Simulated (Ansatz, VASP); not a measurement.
## Ge2Pd: VASP beside Ansatz

```xyz
3
Lattice="2.1094 1.2179 3.6353 -2.1094 1.2179 3.6353 0.0000 -2.4357 3.6353" Properties=species:S:1:pos:R:3 pbc="T T T"
Ge    0.0000    0.0000    8.2591
Ge    0.0000    0.0000    2.6468
Pd    0.0000    0.0000    0.0000
```

Alike in both runs: functional PBE; k mesh 6 × 6 × 6; occupations gaussian, width 0.1 eV; no spin polarisation.

Ansatz relaxed the structure, and its values are those at the end. VASP's run is a single point on that final structure, the one shown.

```csv
,VASP,Ansatz
version,VASP 6.6.1,Ansatz 0.2.0
potentials or method,"VASP PAW PBE potentials, release 64 (Ge_d, Pd), cutoff 520 eV","scalar-relativistic, plane waves, PAW"
valence electrons in the cell,38,46
```

```csv
,VASP,Ansatz,Ansatz less VASP
gap on the k mesh at the Fermi level (eV),none,none,-
pressure (GPa),0.1,0.1,-0.07
rms of the force components (eV/Å),0.003,0.003,+0.0003
```

A gap of «none» marks a metal or a gap that the smearing closes. With one functional, cell and mesh, what is left measures potentials, basis and numerics. VASP's potentials hold 38 valence electrons a cell and Ansatz's 46, so a difference there can come from the potentials and not from the codes.
